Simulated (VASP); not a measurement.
Set up this calculation in VASP 6.6.1, as the native input.

```yaml
Task: relaxation of cell and atoms
Functional: r2SCAN
Potentials_or_basis: VASP PAW PBE potentials, release 64 (Zn, Cu)
Cutoff: 600 eV
k_mesh: 14 × 14 × 14
Occupations: gaussian, width 0.1 eV
Spin: no spin polarisation
Dipole_correction: no
Further_INCAR_settings: ALGO = Normal; EDIFF = 1e-07; IBRION = 2; EDIFFG = -0.005; NSW = 100; ISIF = 3
```

Crystal: ZnCu.

```
Zn Cu
1.0
    -2.94500    0.00000    0.00000
     0.00000   -2.94500    0.00000
     0.00000    0.00000    2.94500
Zn Cu
1 1
Direct
  0.00000 0.00000 0.00000
  0.50000 0.50000 0.50000
```

These files were run (other wordings do the same):

POSCAR

```
ZnCu
1.0
   -2.9450000000      0.0000000000      0.0000000000
    0.0000000000     -2.9450000000      0.0000000000
    0.0000000000      0.0000000000      2.9450000000
Zn Cu
1 1
Direct
    0.0000000000      0.0000000000      0.0000000000
    0.5000000000      0.5000000000      0.5000000000
```

INCAR.step1

```
SYSTEM = ZnCu
PREC     = Accurate       ! precision mode
ENCUT    = 600            ! plane-wave cutoff, eV
ISMEAR   = 0              ! smearing method
SIGMA    = 0.1            ! smearing width, eV
LREAL    = .FALSE.        ! projectors in reciprocal space
LASPH    = .TRUE.         ! aspherical terms in the spheres
NELM     = 80             ! most SCF steps
GGA      = PE             ! functional
ALGO     = Normal         ! electronic algorithm
EDIFF    = 1E-4           ! SCF threshold, eV
LWAVE    = .TRUE.         ! write WAVECAR
LCHARG   = .FALSE.        ! write CHGCAR
```

INCAR.step2

```
SYSTEM = ZnCu
PREC     = Accurate       ! precision mode
ENCUT    = 600            ! plane-wave cutoff, eV
EDIFF    = 1E-7           ! SCF threshold, eV
ISMEAR   = 0              ! smearing method
SIGMA    = 0.1            ! smearing width, eV
LREAL    = .FALSE.        ! projectors in reciprocal space
LASPH    = .TRUE.         ! aspherical terms in the spheres
NELM     = 80             ! most SCF steps
ALGO     = Normal         ! electronic algorithm
ISIF     = 3              ! what is computed and relaxed
LWAVE    = .FALSE.        ! write WAVECAR
LCHARG   = .FALSE.        ! write CHGCAR
METAGGA  = R2SCAN         ! meta-GGA
LMIXTAU  = .TRUE.       
IBRION   = 2              ! ionic algorithm
NSW      = 100            ! ionic steps
EDIFFG   = -0.005         ! ionic threshold
ISTART   = 1
```

KPOINTS

```
regular mesh
0
G
  14 14 14
  0 0 0
```

Potentials or basis: VASP PAW PBE potentials, release 64 (Zn, Cu).

Run with:

```console
$ cat potpaw_PBE.64/Zn/POTCAR potpaw_PBE.64/Cu/POTCAR > POTCAR
$ cp INCAR.step1 INCAR
$ mpirun -np 1 vasp_std > vasp.out
$ cp INCAR.step2 INCAR
$ mpirun -np 1 vasp_std > vasp.out
```

It gave:

| Property | Result |
| --- | --- |
| Relaxed volume | 12.48 Å³/atom |
| Relaxed cell | a = 2.923 Å, b = 2.923 Å, c = 2.923 Å, α = 90.00°, β = 90.00°, γ = 90.00° |
| Space group after relaxing (to 0.05 Å) | Pm-3m (No. 221) |
| Energy gained by relaxing | 2.8 meV/atom |
| Ionic steps | 4 |
| Pressure after relaxing | 0.0 GPa |

Caveat: the PAW data sets were made with another functional, which shifts forces and pressure a little.

Run time: 14 min on 1 thread of Oxide Virtual Turin-like Processor, on a shared host, peak memory 0.17 GiB.
